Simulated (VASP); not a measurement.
# Ge3P4 in VASP: notebook, part 3 of 3

VASP 6.6.1. Earlier steps stand in the parts before.

**6. Relaxation of cell and atoms, PBE**

The input, INCAR:

```
ALGO = Normal
EDIFF = 1E-6
EDIFFG = -0.04
ENCUT = 600
GGA = PE
IBRION = 2
ISIF = 3
ISMEAR = 0
LASPH = True
LCHARG = False
LREAL = False
LWAVE = False
NELM = 60
NSW = 90
PREC = Accurate
SIGMA = 0.1
```

The input, KPOINTS:

```
k-points
0
Gamma
  4 4 4
```

The input, POSCAR:

```
Ge3P4
1.0
    5.0028829728      0.0000000000      0.0000000000
    0.0000000000      5.0028829728      0.0000000000
    0.0000000000      0.0000000000      5.1228620906
Ge P
3 4
Direct
    0.0000000000      0.5000000000      0.0000000000
    0.5000000000      0.0000000000      0.0000000000
    0.0000000000      0.0000000000      0.5000000000
    0.0000000000      0.5000000000      0.5000000000
    0.5000000000      0.0000000000      0.5000000000
    0.5000000000      0.5000000000      0.0000000000
    0.5000000000      0.5000000000      0.5000000000
```

Potentials or basis: VASP PAW PBE potentials, release 64 (Ge_d, P).

Started as:

```sh
> cat potpaw_PBE.64/Ge_d/POTCAR potpaw_PBE.64/P/POTCAR > POTCAR
> mpirun -np 1 vasp_std > vasp.out
```

OUTCAR:

```text
EDIFF = 1E-6
   EDIFFG = -0.04
   ENCUT = 600
   GGA = PE
   IBRION = 2
   ISIF = 3
   ISMEAR = 0
   LASPH = True
   LREAL = False
   NELM = 60
   NSW = 90
   PREC = Accurate

 ion  position               nearest neighbor table
   1  0.000  0.500  0.000-   6 2.50   6 2.50   4 2.56   4 2.56
   2  0.500  0.000  0.000-   6 2.50   6 2.50   5 2.56   5 2.56
   3  0.000  0.000  0.500-   4 2.50   5 2.50   4 2.50   5 2.50
   4  0.000  0.500  0.500-   3 2.50   7 2.50   3 2.50   7 2.50   1 2.56   1 2.56
   5  0.500  0.000  0.500-   3 2.50   7 2.50   7 2.50   3 2.50   2 2.56   2 2.56
   6  0.500  0.500  0.000-   1 2.50   2 2.50   2 2.50   1 2.50   7 2.56   7 2.56
   7  0.500  0.500  0.500-   4 2.50   5 2.50   5 2.50   4 2.50   6 2.56   6 2.56

  LATTYP: Found a simple tetragonal cell.
 ALAT       =     5.0028829728
 C/A-ratio  =     1.0239819957

[... 192 lines left out ...]
  -------------------------------------------------------------------------------------
  Total        1.6138158      1.6138158     -2.6366812      0.0000000      0.0000000     -0.0000000
  in kB       20.1656022     20.1656022    -32.9469226      0.0000000      0.0000000     -0.0000000
  external PRESSURE =       2.4614272 kB  Pullay stress =       0.0000000 kB
[... 69 lines left out ...]
--------------------------------------- Ionic step        3  -------------------------------------------

 number of electron      61.9999947 magnetization

 Free energy of the ion-electron system (eV)
  ---------------------------------------------------
  ext. energy  EPLUGINS =         0.00000000
  ---------------------------------------------------
  free energy    TOTEN  =       -33.40445957 eV

  energy without entropy =      -33.38737450  energy(sigma->0) =      -33.39591703

 E-fermi :   6.6730     XC(G=0): -10.6333

 val. band max:        6.6434765396   @ k =   0.5000   0.5000   0.0000
 cond. band min:       6.6740211504   @ k =   0.5000   0.0000   0.2500
 fundamental gap:      0.0305446108
 Fermi energy:         6.6730139595

 k-point     1 :       0.0000    0.0000    0.0000
  band No.  band energies     occupation
      1     -18.0388      2.00000
      2     -18.0222      2.00000
      3     -18.0218      2.00000
      4     -18.0113      2.00000
      5     -18.0110      2.00000
      6     -18.0110      2.00000
[... 743 lines left out ...]
  FREE ENERGIE OF THE ION-ELECTRON SYSTEM (eV)
  ---------------------------------------------------
  free  energy   TOTEN  =       -33.4044595653 eV

  energy  without entropy=      -33.3873744991  energy(sigma->0) =      -33.39591703

 reached required accuracy - stopping structural energy minimisation
```

OSZICAR:

```text
N       E                     dE             d eps       ncg     rms          rms(c)
DAV:   1     0.657774274472E+03    0.65777E+03   -0.31243E+04  1613   0.398E+03
DAV:   2     0.898361952608E+02   -0.56794E+03   -0.55080E+03  1332   0.973E+02
DAV:   3    -0.251140254327E+02   -0.11495E+03   -0.11041E+03  1540   0.224E+02
[... 23 lines left out ...]
DAV:   2    -0.334086220398E+02    0.71909E-02   -0.20461E-02  1592   0.161E+00    0.377E-01
DAV:   3    -0.334043060536E+02    0.43160E-02   -0.83475E-03  1854   0.879E-01    0.451E-02
DAV:   4    -0.334044624549E+02   -0.15640E-03   -0.18422E-03  1487   0.377E-01    0.309E-02
DAV:   5    -0.334044582264E+02    0.42285E-05   -0.56434E-05  1974   0.840E-02    0.157E-02
DAV:   6    -0.334044596084E+02   -0.13820E-05   -0.15010E-05  1599   0.494E-02    0.375E-03
DAV:   7    -0.334044595653E+02    0.43095E-07   -0.79190E-07   844   0.250E-02
   3 F= -.33404460E+02 E0= -.33395917E+02  d E =-.326877E-01
```

CONTCAR:

```text
Ge3P4
   1.00000000000000
     5.0474812920056635    0.0000000000000000   -0.0000000000000000
     0.0000000000000000    5.0474812920056635    0.0000000000000000
     0.0000000000000000    0.0000000000000000    5.0482490955268631
  Ge              P
     3     4
Direct
     0.0000000000000000    0.5000000000000000    0.0000000000000000
     0.5000000000000000    0.0000000000000000    0.0000000000000000
     0.0000000000000000    0.0000000000000000    0.5000000000000000
     0.0000000000000000    0.5000000000000000    0.5000000000000000
     0.5000000000000000    0.0000000000000000    0.5000000000000000
     0.5000000000000000    0.5000000000000000    0.0000000000000000
     0.5000000000000000    0.5000000000000000    0.5000000000000000

  0.00000000E+00  0.00000000E+00  0.00000000E+00
  0.00000000E+00  0.00000000E+00  0.00000000E+00
  0.00000000E+00  0.00000000E+00  0.00000000E+00
  0.00000000E+00  0.00000000E+00  0.00000000E+00
  0.00000000E+00  0.00000000E+00  0.00000000E+00
  0.00000000E+00  0.00000000E+00  0.00000000E+00
  0.00000000E+00  0.00000000E+00  0.00000000E+00
```

Run time: 2.1 min. Hardware: 1 thread of Intel Xeon 6975P-C (Granite Rapids), shared host; peak memory 0.28 GiB.

Results:

```yaml
Free_energy: -33.4045 eV
Relaxed_volume: 18.37 Å³/atom
Relaxed_cell: a = 5.047 Å, b = 5.047 Å, c = 5.048 Å, α = 90.00°, β = 90.00°, γ = 90.00°
Space_group_after_relaxing_to_0.1_Å: Pm-3m (No. 221)
Energy_gained_by_relaxing: 4.7 meV/atom
Ionic_steps: 3
Pressure_after_relaxing: -0.1 GPa
Band_gap_on_the_k_mesh: zero (bands 31 and 32 overlap by 0.85 eV)
```

The path:
```
step  energy change (eV)  largest force (eV/Å)  pressure (GPa)  volume (Å³)
   1              0.0000                0.0000            0.25       128.22
   2             -0.0309                0.0000           -0.07       128.71
   3             -0.0327                0.0000           -0.06       128.61
```

Final structure:
```
CELL_PARAMETERS angstrom
5.04748 0.00000 0.00000
0.00000 5.04748 0.00000
0.00000 0.00000 5.04825
ATOMIC_POSITIONS crystal
Ge 0.00000 0.50000 0.00000
Ge 0.50000 0.00000 0.00000
Ge 0.00000 0.00000 0.50000
P 0.00000 0.50000 0.50000
P 0.50000 0.00000 0.50000
P 0.50000 0.50000 0.00000
P 0.50000 0.50000 0.50000
```

**7. Overview**

| task | cell | k mesh | cutoff (eV) | gap on the mesh (eV) | pressure (GPa) |
| --- | --- | --- | --- | --- | --- |
| single point | a = 5.003, b = 5.003, c = 5.123 Å, 7 atoms | 4 × 4 × 2 | 520 | none | -0.1 |
| single point | a = 5.046, b = 5.046, c = 5.048 Å, 7 atoms | 4 × 4 × 4 | 520 | none | -0.1 |
| single point | a = 5.071 Å, 7 atoms | 8 × 8 × 8 | 520 | none | -0.1 |
| relaxation of cell and atoms | relaxed from a = 5.003, b = 5.003, c = 5.123 Å, 7 atoms | 4 × 4 × 4 | 600 | none | -0.1 |

Alike in all rows: level PBE; potentials or basis VASP PAW PBE potentials, release 64 (Ge_d, P); no spin polarisation; smearing gaussian 0.1 eV.

Caveats: some runs use coarse meshes.

Total energies depend on the potentials used, so only differences within one code and one set of settings carry meaning.

The gap in the log of VASP goes by the Fermi energy; the results here count the filled bands.